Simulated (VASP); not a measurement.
# KF (I4mm) in VASP: a series of runs

Runs on KF. Level: PBEsol. Tasks: electric field gradients.

Program: VASP 6.6.1. These are calculated values, not measurements. Logs are shortened: lines on timing, memory, paths and dates and some standing lists are left out, and cuts for length are marked.

## (1) The cell of the first run

Symmetry: I4mm, No. 107, tetragonal system. Conventional cell: a = 3.779 Å, b = 3.779 Å, c = 5.344 Å, α = 90.00°, β = 90.00°, γ = 90.00°. Within 2.8 Å of K (site symmetry 4mm) lie 5 F at 2.03 to 2.75 Å. F (site symmetry 4mm) has 5 K at 2.03 to 2.75 Å within 2.8 Å.

## (2) Electric field gradients, PBEsol (shortest bond scaled by 0.76)

File INCAR:

```
ALGO = Normal ; EDIFF = 1E-8
ENCUT = 520 ; GGA = PS
ISIF = 2 ; ISMEAR = -1
LASPH = True ; LCHARG = False
LEFG = True ; LREAL = False
LWAVE = False ; NBANDS = 15
NELM = 60 ; PREC = Accurate
SIGMA = 0.03
```

File KPOINTS:

```
k-points
0
Gamma
  8 8 8
```

File POSCAR:

```
KF
1.0
    0.0000000000      2.6718500000      2.6718500000
    2.6718500000      0.0000000000      2.6718500000
    2.6718500000      2.6718500000      0.0000000000
K F
1 1
Direct
   -0.0600000000     -0.0600000000      0.0600000000
    0.5600000000      0.5600000000      0.4400000000
```

Potentials or basis: VASP PAW PBE potentials, release 64 (K_sv, F).

Started as:

```sh
cat potpaw_PBE.64/K_sv/POTCAR potpaw_PBE.64/F/POTCAR > POTCAR
mpirun -np 1 vasp_std > vasp.out
```

OUTCAR:

```text
EDIFF = 1E-8
   ENCUT = 520
   GGA = PS
   ISIF = 2
   ISMEAR = -1
   LASPH = True
   LREAL = False
   NELM = 60
   PREC = Accurate

 ion  position               nearest neighbor table
   1  0.940  0.940  0.060-   2 2.03   2 2.75   2 2.75   2 2.75   2 2.75
   2  0.560  0.560  0.440-   1 2.03   1 2.75   1 2.75   1 2.75   1 2.75

  LATTYP: Found a face centered cubic cell.
 ALAT       =     5.3437000000

  Lattice vectors:

 A1 = (   0.0000000000,   2.6718500000,   2.6718500000)
 A2 = (   2.6718500000,   0.0000000000,   2.6718500000)
 A3 = (   2.6718500000,   2.6718500000,   0.0000000000)

Analysis of symmetry for initial positions (statically):
=====================================================================
 Subroutine PRICEL returns:
 Original cell was already a primitive cell.

 Routine SETGRP: Setting up the symmetry group for a
 face centered cubic supercell.

 Subroutine GETGRP returns: Found  8 space group operations
 (whereof  8 operations were pure point group operations)
 out of a pool of 48 trial point group operations.

The static configuration has the point symmetry C_4v.

Analysis of symmetry for dynamics (positions and initial velocities):
=====================================================================
 Subroutine PRICEL returns:
 Original cell was already a primitive cell.

 Routine SETGRP: Setting up the symmetry group for a
 face centered cubic supercell.

 Subroutine GETGRP returns: Found  8 space group operations
 (whereof  8 operations were pure point group operations)
 out of a pool of 48 trial point group operations.

The dynamic configuration has the point symmetry C_4v.

 Subroutine INISYM returns: Found  8 space group operations
 (whereof  8 operations are pure point group operations),
 and found     1 'primitive' translations

----------------------------------------------------------------------------------------

                                     Primitive cell

  volume of cell :      38.1475

  direct lattice vectors                    reciprocal lattice vectors
     0.000000000  2.671850000  2.671850000    -0.187136254  0.187136254  0.187136254
     2.671850000  0.000000000  2.671850000     0.187136254 -0.187136254  0.187136254
     2.671850000  2.671850000  0.000000000     0.187136254  0.187136254 -0.187136254

  length of vectors
     3.778566507  3.778566507  3.778566507     0.324129500  0.324129500  0.324129500

  position of ions in fractional coordinates (direct lattice)
     0.940000000  0.940000000  0.060000000
     0.560000000  0.560000000  0.440000000

  ion indices of the primitive-cell ions
   primitive index   ion index
                 1           1
                 2           2

----------------------------------------------------------------------------------------

 KPOINTS: k-points

Automatic generation of k-mesh.
 Grid dimensions read from file:
 generate k-points for:    8    8    8

 Generating k-lattice:

  Cartesian coordinates                     Fractional coordinates (reciprocal lattice)
    -0.023392032  0.023392032  0.023392032     0.125000000  0.000000000  0.000000000
     0.023392032 -0.023392032  0.023392032     0.000000000  0.125000000  0.000000000
     0.023392032  0.023392032 -0.023392032     0.000000000  0.000000000  0.125000000

  Length of vectors
     0.040516187  0.040516187  0.040516187

  Shift w.r.t. Gamma in fractional coordinates (k-lattice)
     0.000000000  0.000000000  0.000000000

 Subroutine IBZKPT returns following result:
 ===========================================

 Found     59 irreducible k-points:

 Following reciprocal coordinates:
            Coordinates               Weight
  0.000000  0.000000  0.000000      1.000000
  0.125000  0.000000  0.000000      8.000000
  0.250000  0.000000  0.000000      8.000000
  0.375000  0.000000  0.000000      8.000000
  0.500000  0.000000  0.000000      4.000000
  0.125000  0.125000  0.000000      2.000000
[... 16 lines left out ...]
  0.000000  0.375000  0.250000     16.000000
  0.500000  0.250000  0.000000      8.000000
 [... further k-points ...]
   k-points           NKPTS =     59   k-points in BZ     NKDIM =     59   number of bands    NBANDS=     15
   number of dos      NEDOS =    301   number of ions     NIONS =      2
   total plane-waves  NPLWV =  21952
   dimension x,y,z NGX =    28 NGY =   28 NGZ =   28
   dimension x,y,z NGXF=    56 NGYF=   56 NGZF=   56
   ions per type =               1   1
   NGX,Y,Z   is equivalent  to a cutoff of  12.32, 12.32, 12.32 a.u.
   NGXF,Y,Z  is equivalent  to a cutoff of  24.64, 24.64, 24.64 a.u.
 SYSTEM =  unknown system
   PREC   = accura    normal or accurate (medium, high low for compatibility)
   ISTART =      0    job   : 0-new  1-cont  2-samecut
   ICHARG =      2    charge: 1-file 2-atom 10-const
   ISPIN  =      1    spin polarized calculation?
   LNONCOLLINEAR =      F non collinear calculations
   LSORBIT =      F    spin-orbit coupling
   LASPH  =      T    aspherical Exc in radial PAW
   ENCUT  =  520.0 eV  38.22 Ry    6.18 a.u.   7.03  7.03  7.03*2*pi/ulx,y,z
   NELM   =     60;   NELMIN=  2; NELMDL= -5     # of ELM steps
   EDIFF  = 0.1E-07   stopping-criterion for ELM
   LREAL  =      F    real-space projection
   EDIFFG = 0.1E-06   stopping-criterion for IOM
   NSW    =      0    number of steps for IOM
   IBRION =     -1    ionic relax: 0-MD 1-quasi-New 2-CG
   NFREE  =      0    steps in history (QN), initial steepest desc. (CG)
   ISIF   =      2    stress and relaxation
   ISYM   =      2    0-nonsym 1-usesym 2-fastsym
   POTIM  = 0.5000    time-step for ionic-motion
   TEBEG  =    0.0;   TEEND  =   0.0 temperature during run
   PSTRESS=    0.0 pullay stress
   NELECT =      16.0000    total number of electrons
   NUPDOWN=      -1.0000    fix difference up-down
   EMIN   =  10.00;   EMAX   =-10.00  energy-range for DOS
   EFERMI =   0.00;   METHOD = LEGACY
   ISMEAR =    -1;   SIGMA  =   0.03  broadening in eV -4-tet -1-fermi 0-gaus
   EFERMI_NEDOS =   21; number of points for ismear=-14 and -15
   IALGO  =     38    algorithm
   IMIX   =      4    mixing-type and parameters
     AMIX     =   0.40;   BMIX     =  1.00
     AMIX_MAG =   1.60;   BMIX_MAG =  1.00
  volume/ion in A,a.u.               =      19.07       128.72
  Fermi-wavevector in a.u.,A,eV,Ry     =   1.225442  2.315750 20.431978  1.501708
  Thomas-Fermi vector in A             =   2.360480
   LORBIT       =      0    0 simple, 1 ext, 2 COOP (PROOUT), +10 PAW based schemes
   GGA     = PS    functional components
   LHFCALC =     F    Hartree Fock is set to
   AEXX    =    0.0000 exact exchange contribution
   IVDW    =     0    specifies the selected vdW correction
   LEPSILON=     F    determine dielectric tensor
   LRPA    =     F    only Hartree local field effects (RPA)
 non-spin polarized calculation
  energy-cutoff  :      520.00
  volume of cell :       38.15
 maximum number of plane-waves:      1036
   NGX = 13   NGY = 13   NGZ = 13

 number of electron      16.0000000 magnetization

 Free energy of the ion-electron system (eV)
  ---------------------------------------------------
  ext. energy  EPLUGINS =         0.00000000
  ---------------------------------------------------
  free energy    TOTEN  =        -7.84367626 eV

  energy without entropy =       -7.84367626  energy(sigma->0) =       -7.84367626

 E-fermi :  -2.0362     XC(G=0):  -8.5035

 val. band max:       -2.7288407920   @ k =  -0.3750   0.3750   0.0000
 cond. band min:       3.0053876438   @ k =   0.0000   0.0000   0.0000
 fundamental gap:      5.7342284358
 Fermi energy:        -2.0362281463

 k-point     1 :       0.0000    0.0000    0.0000
  band No.  band energies     occupation
      1     -28.6833      2.00000
      2     -21.6921      2.00000
      3     -12.0282      2.00000
      4     -11.9117      2.00000
      5     -11.9117      2.00000
      6      -3.3314      2.00000
      7      -3.3314      2.00000
      8      -2.9014      2.00000
      9       3.0054      0.00000
     10       7.9515      0.00000
     11       8.5492      0.00000
     12       8.5492      0.00000
     13       9.5751      0.00000
     14      10.7837      0.00000
     15      13.4683      0.00000

 k-point     2 :       0.1250    0.0000    0.0000
  band No.  band energies     occupation
      1     -28.6655      2.00000
      2     -21.7166      2.00000
      3     -12.0720      2.00000
      4     -11.9236      2.00000
      5     -11.9171      2.00000
      6      -3.4084      2.00000
      7      -3.3427      2.00000
      8      -2.9389      2.00000
      9       3.4184      0.00000
     10       7.7847      0.00000
     11       8.4409      0.00000
     12       8.5575      0.00000
     13       9.8183      0.00000
     14      10.9403      0.00000
     15      14.2820      0.00000

 k-point     3 :       0.2500    0.0000    0.0000
  band No.  band energies     occupation
      1     -28.6218      2.00000
      2     -21.7750      2.00000
      3     -12.1507      2.00000
      4     -11.9569      2.00000
      5     -11.9519      2.00000
      6      -3.5882      2.00000
      7      -3.3723      2.00000
      8      -2.9991      2.00000
      9       4.4519      0.00000
     10       7.2971      0.00000
     11       8.6929      0.00000
     12       8.7219      0.00000
     13      10.3141      0.00000
     14      11.2834      0.00000
     15      15.5162      0.00000
[... 343 lines left out ...]
 k-point    23 :       0.0000    0.3750    0.2500
  band No.  band energies     occupation
      1     -28.5763      2.00000
      2     -21.7920      2.00000
      3     -12.3690      2.00000
      4     -12.0636      2.00000
      5     -12.0096      2.00000
      6      -3.5552      2.00000
      7      -3.4479      2.00000
      8      -2.8408      2.00000
      9       5.7554      0.00000
     10       6.6946      0.00000
     11       8.3854      0.00000
     12       9.9272      0.00000
     13      10.4385      0.00000
     14      11.5987      0.00000
     15      14.7136      0.00000

 k-point    24 :       0.5000    0.2500    0.0000
  band No.  band energies     occupation
      1     -28.5313      2.00000
      2     -21.8904      2.00000
      3     -12.3472      2.00000
      4     -12.0904      2.00000
      5     -12.0688      2.00000
      6      -3.4538      2.00000
      7      -3.2670      2.00000
      8      -2.9171      2.00000
      9       5.8384      0.00000
     10       6.3713      0.00000
     11       9.0387      0.00000
     12       9.9694      0.00000
     13      11.1454      0.00000
     14      11.8076      0.00000
     15      13.4066      0.00000

 [... further k-points ...]

------------------------ aborting loop because EDIFF is reached ----------------------------------------

  FORCE on cell =-STRESS in cart. coord.  units (eV):
  Direction    XX          YY          ZZ          XY          YZ          ZX
  --------------------------------------------------------------------------------------
  -------------------------------------------------------------------------------------
  Total       -0.2369536     -0.2369536      6.7844189      0.0000000      0.0000000      0.0000000
  in kB       -9.9519376     -9.9519376    284.9423632      0.0000000      0.0000000      0.0000000
  external PRESSURE =      88.3461627 kB  Pullay stress =       0.0000000 kB

 VOLUME and BASIS-vectors are now :
 -----------------------------------------------------------------------------
  energy-cutoff  :      520.00
  volume of cell :       38.15
      direct lattice vectors                 reciprocal lattice vectors
     0.000000000  2.671850000  2.671850000    -0.187136254  0.187136254  0.187136254
     2.671850000  0.000000000  2.671850000     0.187136254 -0.187136254  0.187136254
     2.671850000  2.671850000  0.000000000     0.187136254  0.187136254 -0.187136254

 POSITION                                       TOTAL-FORCE (eV/Angst)
 -----------------------------------------------------------------------------------
      2.67185      2.67185      5.02308         0.000000      0.000000      3.530356
      2.67185      2.67185      2.99247         0.000000      0.000000     -3.530356
 -----------------------------------------------------------------------------------
    total drift:                               -0.000002     -0.000002      0.000397

  FREE ENERGIE OF THE ION-ELECTRON SYSTEM (eV)
  ---------------------------------------------------
  free  energy   TOTEN  =        -7.8436762615 eV

  energy  without entropy=       -7.8436762614  energy(sigma->0) =       -7.84367626

 Electric field gradients (V/A^2)
---------------------------------------------------------------------
 ion       V_xx      V_yy      V_zz      V_xy      V_xz      V_yz
---------------------------------------------------------------------
   1      24.556    24.556   -49.112    -0.000    -0.000    -0.000
   2      15.177    15.177   -30.353     0.003     0.003     0.003
---------------------------------------------------------------------

 Electric field gradients after diagonalization (V/A^2)
 (convention: |V_zz| > |V_xx| > |V_yy|)
----------------------------------------------------------------------
 ion       V_xx      V_yy      V_zz     asymmetry (V_yy - V_xx)/ V_zz
----------------------------------------------------------------------
   1      24.556    24.556   -49.112       0.000
   2      15.180    15.174   -30.353       0.000
----------------------------------------------------------------------

           NMR quadrupolar parameters

 Cq : quadrupolar parameter    Cq=e*Q*V_zz/h
 eta: asymmetry parameters     (V_yy - V_xx)/ V_zz
 Q  : nuclear electric quadrupole moment in mb (millibarn)
----------------------------------------------------------------------
 ion       Cq(MHz)       eta       Q (mb)
----------------------------------------------------------------------
   1      -0.119       0.000       1.000
   2      -0.073       0.000       1.000
----------------------------------------------------------------------
```

It took 61 s on 1 thread of Intel Xeon Platinum 8175M at 2.50GHz (Skylake/Cascade Lake), shared host; peak memory 0.17 GiB.

What came out:

```yaml
Free_energy: -7.8437 eV
Pressure: 8.8 GPa
Largest_force: 3.530 eV/Å
Band_gap_on_the_k_mesh: 5.73 eV (least direct gap 5.91 eV)
Largest_electric_field_gradient_by_atom: K -49.1; F -30.4 V/Å²
```

Forces on the atoms (eV/Å):
```
K    0.000  0.000  3.530
F    0.000  0.000 -3.530
```

Electric field gradients, principal values (V/Å²):
```csv
atom,least,middle,greatest (by size)
1 K,24.556,24.556,-49.112
2 F,15.174,15.180,-30.353
```

Caveat: the cell differs from its parent crystal (shortest bond scaled by 0.76); the cell stands under pressure; without QUAD_EFG the Cq values of the log hold for a quadrupole moment of 1 mb, not for the nuclei; the PAW data sets were made with another functional, which shifts forces and pressure a little. A k mesh can miss the band edges.

[end of part 1 of 2]
